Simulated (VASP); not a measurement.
# CaO in VASP: a series of runs, part 2 of 2

VASP 6.6.1. The steps go on from the part before.

### Step 3. Single point, r2SCAN (epitaxial xy strain -0.7%)

POSCAR

```
CaO
1.0
    0.0000000000      2.3819660430      2.4055112252
    2.3819660430      0.0000000000      2.4055112252
    2.3819660430      2.3819660430      0.0000000000
Ca O
1 1
Direct
    0.0000000000      0.0000000000      0.0000000000
    0.5000000000      0.5000000000      0.5000000000
```

INCAR.step1

```
SYSTEM = CaO
PREC     = Accurate       ! precision mode
ENCUT    = 520            ! plane-wave cutoff, eV
ISMEAR   = 0              ! smearing method
SIGMA    = 0.01           ! smearing width, eV
LREAL    = .FALSE.        ! projectors in reciprocal space
LASPH    = .TRUE.         ! aspherical terms in the spheres
NELM     = 100            ! most SCF steps
NBANDS   = 15             ! bands
GGA      = PE             ! functional
ALGO     = Normal         ! electronic algorithm
EDIFF    = 1E-4           ! SCF threshold, eV
LWAVE    = .TRUE.         ! write WAVECAR
LCHARG   = .FALSE.        ! write CHGCAR
```

INCAR.step2

```
SYSTEM = CaO
PREC     = Accurate       ! precision mode
ENCUT    = 520            ! plane-wave cutoff, eV
EDIFF    = 1E-7           ! SCF threshold, eV
ISMEAR   = 0              ! smearing method
SIGMA    = 0.01           ! smearing width, eV
LREAL    = .FALSE.        ! projectors in reciprocal space
LASPH    = .TRUE.         ! aspherical terms in the spheres
NELM     = 100            ! most SCF steps
ALGO     = Normal         ! electronic algorithm
ISIF     = 2              ! what is computed and relaxed
LWAVE    = .FALSE.        ! write WAVECAR
LCHARG   = .FALSE.        ! write CHGCAR
METAGGA  = R2SCAN         ! meta-GGA
LMIXTAU  = .TRUE.       
NBANDS   = 15             ! bands
ISTART   = 1
```

KPOINTS

```
regular mesh
0
G
  10 10 10
  0 0 0
```

Potentials or basis: VASP PAW PBE potentials, release 64 (Ca_sv, O).

Launch:

```
$ cat potpaw_PBE.64/Ca_sv/POTCAR potpaw_PBE.64/O/POTCAR > POTCAR
$ cp INCAR.step1 INCAR
$ mpirun -np 1 vasp_std > vasp.out
$ cp INCAR.step2 INCAR
$ mpirun -np 1 vasp_std > vasp.out
```

OUTCAR:

```text
SYSTEM = CaO
   PREC = Accurate
   ENCUT = 520
   EDIFF = 1E-7
   ISMEAR = 0
   LREAL = .FALSE.
   LASPH = .TRUE.
   NELM = 100
   ISIF = 2
   METAGGA = R2SCAN
   ISTART = 1

 ion  position               nearest neighbor table
   1  0.000  0.000  0.000-   2 2.38   2 2.38   2 2.38   2 2.38   2 2.41   2 2.41
   2  0.500  0.500  0.500-   1 2.38   1 2.38   1 2.38   1 2.38   1 2.41   1 2.41

  LATTYP: Found a body centered tetragonal cell.
 ALAT       =     3.3686086831
 C/A-ratio  =     1.4281927356

  Lattice vectors:

[... 621 lines left out ...]

  FORCE on cell =-STRESS in cart. coord.  units (eV):
  Direction    XX          YY          ZZ          XY          YZ          ZX
  --------------------------------------------------------------------------------------
  -------------------------------------------------------------------------------------
  Total        0.4972744      0.4972744      0.1766198      0.0000000      0.0000000      0.0000000
  in kB       29.1875850     29.1875850     10.3667225      0.0000000      0.0000000      0.0000000
  external PRESSURE =      22.9139642 kB  Pullay stress =       0.0000000 kB

 VOLUME and BASIS-vectors are now :
 -----------------------------------------------------------------------------
  energy-cutoff  :      520.00
  volume of cell :       27.30
      direct lattice vectors                 reciprocal lattice vectors
     0.000000000  2.381966043  2.405511225    -0.209910633  0.209910633  0.207856024
     2.381966043  0.000000000  2.405511225     0.209910633 -0.209910633  0.207856024
     2.381966043  2.381966043  0.000000000     0.209910633  0.209910633 -0.207856024

 POSITION                                       TOTAL-FORCE (eV/Angst)
 -----------------------------------------------------------------------------------
      0.00000      0.00000      0.00000         0.000000     -0.000000      0.000000
      2.38197      2.38197      2.40551         0.000000      0.000000     -0.000000
 -----------------------------------------------------------------------------------
    total drift:                                0.000000      0.000000      0.000000

  FREE ENERGIE OF THE ION-ELECTRON SYSTEM (eV)
  ---------------------------------------------------
  free  energy   TOTEN  =       -19.4489229553 eV

  energy  without entropy=      -19.4489229553  energy(sigma->0) =      -19.44892296
```

Run time: 3.8 min. Hardware: 1 thread of Intel Xeon Platinum 8259CL at 2.50GHz (Skylake/Cascade Lake), shared host; peak memory 0.19 GiB.

What came out:

| Quantity | Value |
| --- | --- |
| Free energy | -19.4489 eV |
| Pressure | 2.3 GPa |
| Band gap on the k mesh | 4.16 eV, indirect (least direct gap 4.54 eV) |

Stress tensor (GPa, compression positive):
```
2.92 0.00 0.00
0.00 2.92 0.00
0.00 0.00 1.04
```

Levels at points of the mesh, in eV from the valence-band top:
```
           k point  band 5  band 6  band 7  band 8  band 9  band 10  band 11  band 12
(0.00, 0.00, 0.00)  -16.51   -0.03    0.00    0.00    5.56     6.84     6.91     6.91
(0.50, 0.00, 0.00)  -15.16   -2.65   -1.24   -1.24    7.77     9.13     9.14     9.34
(0.50, 0.50, 0.00)  -16.30   -1.33   -0.36   -0.36    4.20     8.87     9.72    10.34
(0.50, 0.00, 0.50)  -16.30   -1.27   -0.40   -0.38    4.16     8.88     9.72    10.31
```

Caveat: the cell differs from its parent crystal (epitaxial xy strain -0.7%); the PAW data sets were made with another functional, which shifts forces and pressure a little. A k mesh can miss the band edges.

### Step 4. Single point, HSE06 (strain +5.4%)

POSCAR

```
CaO
1.0
    0.0000000000      2.5265383152      2.5265383152
    2.5265383152      0.0000000000      2.5265383152
    2.5265383152      2.5265383152      0.0000000000
Ca O
1 1
Direct
    0.0000000000      0.0000000000      0.0000000000
    0.5000000000      0.5000000000      0.5000000000
```

INCAR.step1

```
  PREC = Accurate
  ENCUT = 520
  EDIFF = 1E-5
  ISMEAR = 0
  SIGMA = 0.01
  LREAL = F
  LASPH = T
  NELM = 60
  ALGO = Normal
  ISIF = 2
  LWAVE = T
  LCHARG = F
  GGA = PE
  NBANDS = 15
```

INCAR.step2

```
  PREC = Accurate
  ENCUT = 520
  EDIFF = 1E-7
  ISMEAR = 0
  SIGMA = 0.01
  LREAL = F
  LASPH = T
  NELM = 60
  ALGO = Normal
  ISIF = 2
  LWAVE = F
  LCHARG = F
  GGA = PE
  LHFCALC = T
  HFSCREEN = 0.2079
  PRECFOCK = Normal
  ISTART = 1
  NBANDS = 15
```

KPOINTS

```
Automatic mesh
0
Gamma
  6 6 6
```

Launch:

```
$ cat potpaw_PBE.64/Ca_sv/POTCAR potpaw_PBE.64/O/POTCAR > POTCAR
$ cp INCAR.step1 INCAR
$ mpirun -np 1 vasp_std > vasp.out
$ cp INCAR.step2 INCAR
$ mpirun -np 1 vasp_std > vasp.out
```

Wall time 29 min (1 thread of Intel Xeon Platinum 8259CL at 2.50GHz (Skylake/Cascade Lake), shared host); peak memory 0.27 GiB.

Results (log left out):

| Quantity | Value |
| --- | --- |
| Free energy | -14.6858 eV |
| Pressure | -12.4 GPa |
| Band gap on the k mesh | 5.01 eV, direct |

Levels at points of the mesh, in eV from the valence-band top:
```tsv
k point	band 5	band 6	band 7	band 8	band 9	band 10	band 11	band 12
(0.00, 0.00, 0.00)	-16.76	0.00	0.00	0.00	5.01	7.73	7.73	7.73
(0.50, 0.00, 0.00)	-15.94	-2.46	-0.98	-0.98	8.25	8.87	9.70	9.70
(0.50, 0.50, 0.00)	-16.51	-1.46	-0.44	-0.44	5.25	8.97	10.22	10.84
```

Caveat: the cell differs from its parent crystal (strain +5.4%); the PAW data sets were made with another functional, which shifts forces and pressure a little.

### Step 5. Summary

```csv
level,cell,k mesh,grid for exact exchange (PRECFOCK),screening parameter,gap on the mesh (eV),pressure (GPa)
r2SCAN,"a = 3.391, b = 3.376, c = 3.376 Å, angles 60.3, 59.9, 59.9°, 2 atoms",10 × 10 × 10,-,-,4.15,2.1
r2SCAN,"a = 3.385, b = 3.385, c = 3.369 Å, angles 60.2, 60.2, 59.7°, 2 atoms",10 × 10 × 10,-,-,4.16,2.3
HSE06,"a = 3.573 Å, angles 60.0°, 2 atoms",6 × 6 × 6,Normal,0.2079 1/Å,5.01,-12.4
```

Alike in all rows: task single point; potentials or basis VASP PAW PBE potentials, release 64 (Ca_sv, O); no spin polarisation; cutoff (eV) 520; smearing gaussian 0.01 eV.

Caveats: the PAW data sets were made with another functional, which shifts forces and pressure a little.

Total energies depend on the potentials used, so only differences within one code and one set of settings carry meaning.
